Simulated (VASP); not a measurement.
Ta2N, 3 atoms in the cell. It takes space group P-3m1 (No. 164, trigonal). Conventional cell: a = 3.062 Å, b = 3.062 Å, c = 4.564 Å, α = 90.00°, β = 90.00°, γ = 120.00°. Within 3.1 Å of Ta (site symmetry 3m) lie 3 N at 2.11 Å and 12 Ta at 2.86 to 3.06 Å. N (site symmetry -3m) has 6 Ta at 2.11 Å within 2.8 Å.  This cell differs from its parent crystal: engineering shear strain xy +0.0000, normal strain along z -0.0467.

- Program: VASP 6.6.1
- Task: single point
- Functional: LDA
- Potentials or basis: VASP PAW LDA potentials, release 64 (Ta_pv, N)
- Cutoff: 520 eV
- k mesh: 15 × 15 × 8
- Occupations: gaussian, width 0.15 eV
- Spin: no spin polarisation
- Dipole correction: no
- Further INCAR settings: ALGO = Normal; EDIFF = 1e-06; NBANDS = 20

Potentials or basis: VASP PAW LDA potentials, release 64 (Ta_pv, N).

Run with:

```console
$ cat potpaw_LDA.64/Ta_pv/POTCAR potpaw_LDA.64/N/POTCAR > POTCAR
$ mpirun -np 1 vasp_std > vasp.out
```

Hardware: 1 thread of AMD EPYC 9R45 96-Core Processor (Zen 5), with other jobs on the host.

**Question.** How long does it take, and how much memory?

**Answer.** It took 74 s on 1 thread of AMD EPYC 9R45 96-Core Processor (Zen 5) (shared host), peak memory 0.21 GiB. Counts: scf iterations 14, k points 192.
